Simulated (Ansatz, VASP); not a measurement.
Two plane-wave programs on TiSi

File INCAR:

```
SYSTEM = TiSi
PREC = Accurate
ENCUT = 520
EDIFF = 1E-7
ISMEAR = 0
SIGMA = 0.15
LREAL = .FALSE.
LASPH = .TRUE.
NELM = 80
ALGO = Normal
ISIF = 2
LWAVE = .FALSE.
LCHARG = .FALSE.
GGA = PS
NBANDS = 15
```

KPOINTS

```
regular mesh
0
G
  18 18 12
  0 0 0
```

Contents of POSCAR:

```
TiSi
1.0
    1.8434206700     -2.1493883600      0.0000000000
    1.8434206700      2.1493883600      0.0000000000
    0.0000000000      0.0000000000      3.8039340000
Ti Si
1 1
Direct
    0.5000000000      0.5000000000      0.0000000000
    0.0000000000      0.0000000000      0.5000000000
```

Input for Ansatz:

```yaml
crystal:
  lattice:
    - [1.84342067, -2.14938836, 0.0]
    - [1.84342067, 2.14938836, 0.0]
    - [0.0, 0.0, 3.803934]
  atoms:
    - { symbol: Ti, position: [0.5, 0.5, 0.0] }
    - { symbol: Si, position: [0.0, 0.0, 0.5] }
basis:
  ecutwfc: 420
kpoints:
  mp_grid: { grid: [18, 18, 12] }
hamiltonian:
  xc: pbesol
scf:
  occupations: { method: gaussian, width: 0.15 }
output:
  forces: true
  stress: true
  eigenvalues: true
```

Change from the starting cell: strain +0.015 along x and y, +0.000 along z, atoms carried along.

Alike in both runs: task single point; functional PBEsol; k mesh 18 × 18 × 12; occupations gaussian, width 0.15 eV; no spin polarisation.

|  | VASP | Ansatz |
| --- | --- | --- |
| version | VASP 6.6.1 | Ansatz 0.2.0 |
| potentials or method | VASP PAW PBE potentials, release 64 (Ti_sv, Si), cutoff 520 eV | scalar-relativistic, plane waves, PAW |
| valence electrons in the cell | 16 | 16 |

Ansatz gave:

| Quantity | Value |
| --- | --- |
| gap on the k mesh at the Fermi level (eV) | none |
| pressure (GPa) | -7.6 |
| traceless stress, the component that is largest in VASP (GPa) | 0.86 |

Task: Which values does VASP return?

Result: gap on the k mesh at the Fermi level (eV): none; pressure (GPa): -7.6; traceless stress, the component that is largest in VASP (GPa): 0.91.

VASP's potentials were made for PBE, not for PBEsol. A gap of «none» marks a metal or a gap that the smearing closes.
